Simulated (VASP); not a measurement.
# Ge (Pmmn) in VASP: a series of runs

Runs on Ge. Level: PBEsol. Tasks: single point.

All numbers are computed with VASP 6.6.1; they aren't measurements. Logs are shortened: lines on timing, memory, paths and dates and some standing lists are left out, and cuts for length are marked.

## 1. The cell of the first run

Symmetry: Pmmn, No. 59, orthorhombic system. Conventional cell: a = 2.765 Å, b = 5.039 Å, c = 2.643 Å, α = 90.00°, β = 90.00°, γ = 90.00°. Within 3.5 Å of Ge (site symmetry mm2) lie 8 Ge at 2.64 to 2.88 Å.

## 2. Single point, PBEsol (mode 5 (55.6 1/cm) frozen in, largest displacement +0.050 Å)

INCAR reads:

```
SYSTEM = Ge
ALGO = Normal
EDIFF = 1E-6
ENCUT = 520
GGA = PS
ISIF = 2
ISMEAR = 0
LASPH = .True.
LCHARG = .True.
LELF = .True.
LREAL = .False.
LVHAR = .True.
LWAVE = .False.
NBANDS = 21
NELM = 100
PREC = Accurate
SIGMA = 0.15
```

KPOINTS reads:

```
k-points
0
Gamma
  22 22 12
  0 0 0
```

POSCAR reads:

```
Ge
1.0
    0.0000000000      0.0000000000     -2.6427277821
    2.7652112298      0.0000000000      0.0000000000
    0.0000000000     -5.0390024825      0.0000000000
Ge
2
Direct
   -0.0189198450      0.5000000000      0.0000000000
    0.0189198450      0.0000000000      0.5000000000
```

Potentials or basis: VASP PAW PBE potentials, release 64 (Ge_d).

Launch:

```
$ cat potpaw_PBE.64/Ge_d/POTCAR > POTCAR
$ mpirun -np 1 vasp_std > vasp.out
```

OUTCAR:

```text
SYSTEM = Ge
   EDIFF = 1E-6
   ENCUT = 520
   GGA = PS
   ISIF = 2
   ISMEAR = 0
   LASPH = .True.
   LREAL = .False.
   NELM = 100
   PREC = Accurate

 ion  position               nearest neighbor table
   1  0.981  0.500  0.000-   2 2.88   2 2.88   2 2.88   2 2.88
   2  0.019  0.000  0.500-   1 2.88   1 2.88   1 2.88   1 2.88

  LATTYP: Found a simple orthorhombic cell.
 ALAT       =     2.6427277821
 B/A-ratio  =     1.0463473569
 C/A-ratio  =     1.9067429179

  Lattice vectors:

 A1 = (   0.0000000000,   0.0000000000,  -2.6427277821)
 A2 = (   2.7652112298,   0.0000000000,   0.0000000000)
 A3 = (   0.0000000000,  -5.0390024825,   0.0000000000)

Analysis of symmetry for initial positions (statically):
=====================================================================
 Subroutine PRICEL returns:
 Original cell was already a primitive cell.

 Routine SETGRP: Setting up the symmetry group for a
 simple orthorhombic supercell.

 Subroutine GETGRP returns: Found  8 space group operations
 (whereof  4 operations were pure point group operations)
 out of a pool of  8 trial point group operations.

The static configuration has the point symmetry C_2v.
 The point group associated with its full space group is D_2h.

Analysis of symmetry for dynamics (positions and initial velocities):
=====================================================================
 Subroutine PRICEL returns:
 Original cell was already a primitive cell.

 Routine SETGRP: Setting up the symmetry group for a
 simple orthorhombic supercell.

 Subroutine GETGRP returns: Found  8 space group operations
 (whereof  4 operations were pure point group operations)
 out of a pool of  8 trial point group operations.

The dynamic configuration has the point symmetry C_2v.
 The point group associated with its full space group is D_2h.

 Subroutine INISYM returns: Found  8 space group operations
 (whereof  4 operations are pure point group operations),
 and found     1 'primitive' translations

----------------------------------------------------------------------------------------

                                     Primitive cell

  volume of cell :      36.8235

  direct lattice vectors                    reciprocal lattice vectors
     0.000000000  0.000000000 -2.642727782     0.000000000  0.000000000 -0.378396900
     2.765211230  0.000000000  0.000000000     0.361636026  0.000000000  0.000000000
     0.000000000 -5.039002482  0.000000000     0.000000000 -0.198451976  0.000000000

  length of vectors
     2.642727782  2.765211230  5.039002482     0.378396900  0.361636026  0.198451976

[... 79 lines left out ...]
   NELM   =    100;   NELMIN=  2; NELMDL= -5     # of ELM steps
   EDIFF  = 0.1E-05   stopping-criterion for ELM
   LREAL  =      F    real-space projection
   EDIFFG = 0.1E-04   stopping-criterion for IOM
   NSW    =      0    number of steps for IOM
   IBRION =     -1    ionic relax: 0-MD 1-quasi-New 2-CG
   NFREE  =      0    steps in history (QN), initial steepest desc. (CG)
   ISIF   =      2    stress and relaxation
   ISYM   =      2    0-nonsym 1-usesym 2-fastsym
   POTIM  = 0.5000    time-step for ionic-motion
   TEBEG  =    0.0;   TEEND  =   0.0 temperature during run
   PSTRESS=    0.0 pullay stress
   NELECT =      28.0000    total number of electrons
   NUPDOWN=      -1.0000    fix difference up-down
   EMIN   =  10.00;   EMAX   =-10.00  energy-range for DOS
   EFERMI =   0.00;   METHOD = LEGACY
   ISMEAR =     0;   SIGMA  =   0.15  broadening in eV -4-tet -1-fermi 0-gaus
   EFERMI_NEDOS =   21; number of points for ismear=-14 and -15
   IALGO  =     38    algorithm
   IMIX   =      4    mixing-type and parameters
     AMIX     =   0.40;   BMIX     =  1.00
     AMIX_MAG =   1.60;   BMIX_MAG =  1.00
  volume/ion in A,a.u.               =      18.41       124.25
  Fermi-wavevector in a.u.,A,eV,Ry     =   1.494236  2.823696 30.378271  2.232740
  Thomas-Fermi vector in A             =   2.606534
   LORBIT       =      0    0 simple, 1 ext, 2 COOP (PROOUT), +10 PAW based schemes
   GGA     = PS    functional components
   LHFCALC =     F    Hartree Fock is set to
   AEXX    =    0.0000 exact exchange contribution
   IVDW    =     0    specifies the selected vdW correction
   LEPSILON=     F    determine dielectric tensor
   LRPA    =     F    only Hartree local field effects (RPA)
 non-spin polarized calculation
 Gauss-broadening in eV      SIGMA  =   0.15
  energy-cutoff  :      520.00
  volume of cell :       36.82
 maximum number of plane-waves:      1016
 NGX is ok and might be reduce to    20
   NGX =  9   NGY = 11   NGZ = 19

 number of electron      27.9999999 magnetization

 Free energy of the ion-electron system (eV)
  ---------------------------------------------------
  ext. energy  EPLUGINS =         0.00000000
  ---------------------------------------------------
  free energy    TOTEN  =        -9.50382285 eV

  energy without entropy =       -9.49522676  energy(sigma->0) =       -9.49952481

 E-fermi :   6.7849     XC(G=0): -11.5048

 val. band max:        6.7794687878   @ k =   0.1364   0.3636   0.0000
 cond. band min:       6.7892093251   @ k =   0.2273   0.2273   0.0000
 fundamental gap:      0.0097405373
 Fermi energy:         6.7849132864

 k-point     1 :       0.0000    0.0000    0.0000
  band No.  band energies     occupation
      1     -17.9613      2.00000
      2     -17.9499      2.00000
      3     -17.8734      2.00000
      4     -17.8408      2.00000
      5     -17.8301      2.00000
      6     -17.7504      2.00000
[... 565 lines left out ...]
     20      20.0072      0.00000
     21      20.9575      0.00000

 [... further k-points ...]

------------------------ aborting loop because EDIFF is reached ----------------------------------------

  FORCE on cell =-STRESS in cart. coord.  units (eV):
  Direction    XX          YY          ZZ          XY          YZ          ZX
  --------------------------------------------------------------------------------------
  -------------------------------------------------------------------------------------
  Total        0.2747482     -0.2112756     -0.1183701      0.0000000      0.0000000      0.0000000
  in kB       11.9541899     -9.1925219     -5.1502366      0.0000000      0.0000000      0.0000000
  external PRESSURE =      -0.7961895 kB  Pullay stress =       0.0000000 kB

 VOLUME and BASIS-vectors are now :
 -----------------------------------------------------------------------------
  energy-cutoff  :      520.00
  volume of cell :       36.82
      direct lattice vectors                 reciprocal lattice vectors
     0.000000000  0.000000000 -2.642727782     0.000000000  0.000000000 -0.378396900
     2.765211230  0.000000000  0.000000000     0.361636026  0.000000000  0.000000000
     0.000000000 -5.039002482  0.000000000     0.000000000 -0.198451976  0.000000000

 POSITION                                       TOTAL-FORCE (eV/Angst)
 -----------------------------------------------------------------------------------
      1.38261      0.00000     -2.59273         0.000000      0.000000     -0.042213
      0.00000     -2.51950     -0.05000         0.000000      0.000000      0.042213
 -----------------------------------------------------------------------------------
    total drift:                                0.000000      0.000000      0.000000

  FREE ENERGIE OF THE ION-ELECTRON SYSTEM (eV)
  ---------------------------------------------------
  free  energy   TOTEN  =        -9.5038228510 eV

  energy  without entropy=       -9.4952267636  energy(sigma->0) =       -9.49952481
```

OSZICAR:

```text
N       E                     dE             d eps       ncg     rms          rms(c)
DAV:   1     0.173433041465E+03    0.17343E+03   -0.14118E+04 48350   0.382E+03
DAV:   2     0.140585477180E+02   -0.15937E+03   -0.15448E+03 42590   0.588E+02
DAV:   3    -0.890827960046E+01   -0.22967E+02   -0.22760E+02 48394   0.132E+02
DAV:   4    -0.953991632147E+01   -0.63164E+00   -0.63106E+00 47384   0.254E+01
DAV:   5    -0.954910271058E+01   -0.91864E-02   -0.91861E-02 47937   0.334E+00    0.212E+00
DAV:   6    -0.951653075071E+01    0.32572E-01   -0.33248E-02 57987   0.325E+00    0.115E+00
DAV:   7    -0.950432332793E+01    0.12207E-01   -0.18149E-02 57615   0.210E+00    0.133E-01
DAV:   8    -0.950381835463E+01    0.50497E-03   -0.24138E-03 51472   0.889E-01    0.405E-02
DAV:   9    -0.950382269301E+01   -0.43384E-05   -0.61452E-05 49993   0.893E-02    0.866E-03
DAV:  10    -0.950382285096E+01   -0.15795E-06   -0.36196E-06 46609   0.258E-02
   1 F= -.95038229E+01 E0= -.94995248E+01  d E =-.859609E-02
```

stdout:

```text
POSCAR found type information on POSCAR Ge
 POSCAR found :  1 types and       2 ions
 scaLAPACK will be used
 -----------------------------------------------------------------------------
|                                                                             |
|                                                                             |
|     You enforced a specific xc type in the INCAR file but a different       |
|     I HOPE YOU KNOW WHAT YOU ARE DOING!                                     |
|                                                                             |
 -----------------------------------------------------------------------------

 LDA part: xc-table for (Slater+PW92), standard interpolation
 POSCAR, INCAR and KPOINTS ok, starting setup
 FFT: planning ... GRIDC
 FFT: planning ... GRID_SOFT
 FFT: planning ... GRID
 WAVECAR not read
 entering main loop
```

It took 3.1 min on 1 thread of Intel Xeon 6975P-C (Granite Rapids), shared host; peak memory 0.64 GiB.

What came out:

```
Free energy            : -9.5038 eV
Pressure               : -0.1 GPa
Largest force          : 0.042 eV/Å
Band gap on the k mesh : zero (band 14 reaches 12.05 eV, above the bottom of band 15 at 4.46 eV)
```

Forces on the atoms (eV/Å):
```
Ge   0.000  0.000 -0.042
Ge   0.000  0.000  0.042
```

Stress tensor (GPa, compression positive):
```
 1.20  0.00  0.00
 0.00 -0.92  0.00
 0.00  0.00 -0.52
```

Levels at points of the mesh, in eV from the Fermi level:
```
           k point  band 10  band 11  band 12  band 13  band 14  band 15  band 16  band 17  band 18  band 19
(0.00, 0.00, 0.00)   -24.47   -13.42    -8.70    -5.90     5.06     6.99     7.84     8.93     9.01    10.07
(0.50, 0.00, 0.00)   -24.40    -9.34    -6.16    -4.24    -2.57    -2.33     3.10     8.19    10.98    12.02
(0.00, 0.50, 0.00)   -24.50    -8.70    -8.70    -3.17    -3.17    -0.87    -0.87    10.97    10.97    15.23
(0.50, 0.50, 0.00)   -24.39    -4.53    -4.53    -2.05    -2.05     0.63     0.63     2.48     2.48     5.24
(0.00, 0.00, 0.50)   -24.48   -11.98   -11.98     0.22     0.22     6.48     6.48     8.32     8.32    10.17
(0.50, 0.00, 0.50)   -24.46    -7.91    -7.91    -4.78    -4.78     3.92     3.92     8.30     8.30     9.63
(0.00, 0.50, 0.50)   -24.49    -8.05    -8.05    -5.73    -5.73     3.72     3.72     7.76     7.76    11.12
(0.50, 0.50, 0.50)   -24.39    -3.53    -3.53    -2.45    -2.45    -1.84    -1.84     3.39     3.39     6.88
```

Caveat: the cell differs from its parent crystal (mode 5 (55.6 1/cm) frozen in, largest displacement +0.050 Å); the PAW data sets were made with another functional, which shifts forces and pressure a little.

## 3. Single point, PBEsol (mode 5 (55.6 1/cm) frozen in, largest displacement +0.025 Å)

INCAR reads:

```
PREC = Accurate ; ENCUT = 520
EDIFF = 1E-6 ; ISMEAR = 0
SIGMA = 0.15 ; LREAL = False
LASPH = True ; NELM = 60
ALGO = Normal ; ISIF = 2
LWAVE = False ; LCHARG = False
GGA = PS ; NBANDS = 21
```

KPOINTS reads:

```
regular mesh
0
Gamma
  22 22 12
```

POSCAR reads:

```
Ge
1.0
    0.0000000000      0.0000000000     -2.6427277821
    2.7652112298      0.0000000000      0.0000000000
    0.0000000000     -5.0390024825      0.0000000000
Ge
2
Direct
   -0.0094599225      0.5000000000      0.0000000000
    0.0094599225      0.0000000000      0.5000000000
```

Potentials or basis: VASP PAW PBE potentials, release 64 (Ge_d).

Launch:

```
$ cat potpaw_PBE.64/Ge_d/POTCAR > POTCAR
$ mpirun -np 1 vasp_std > vasp.out
```

Wall time 10 min (1 thread of Intel Xeon Platinum 8375C at 2.90GHz (Ice Lake), shared host); peak memory 0.65 GiB.

The run converged. Its results:

```
Free energy            : -9.5054 eV
Pressure               : -0.1 GPa
Largest force          : 0.020 eV/Å
Band gap on the k mesh : zero (band 14 reaches 12.04 eV, above the bottom of band 15 at 4.46 eV)
```

Forces on the atoms (eV/Å):
```
Ge   0.000  0.000 -0.020
Ge   0.000  0.000  0.020
```

Stress tensor (GPa, compression positive):
```
 1.21  0.00  0.00
 0.00 -0.90  0.00
 0.00  0.00 -0.58
```

Levels at points of the mesh, in eV from the Fermi level:
```
           k point  band 12  band 13  band 14  band 15  band 16  band 17
(0.00, 0.00, 0.00)    -8.69    -5.91     5.06     6.97     7.84     8.93
(0.50, 0.00, 0.00)    -6.14    -4.26    -2.58    -2.32     3.13     8.19
(0.00, 0.50, 0.00)    -8.70    -3.17    -3.17    -0.87    -0.87    10.97
(0.50, 0.50, 0.00)    -4.54    -2.04    -2.04     0.63     0.63     2.47
(0.00, 0.00, 0.50)   -11.98     0.22     0.22     6.48     6.48     8.32
(0.50, 0.00, 0.50)    -7.91    -4.77    -4.77     3.92     3.92     8.30
(0.00, 0.50, 0.50)    -8.05    -5.73    -5.73     3.73     3.73     7.76
(0.50, 0.50, 0.50)    -3.53    -2.45    -2.45    -1.84    -1.84     3.41
```

Caveat: the cell differs from its parent crystal (mode 5 (55.6 1/cm) frozen in, largest displacement +0.025 Å); the PAW data sets were made with another functional, which shifts forces and pressure a little.
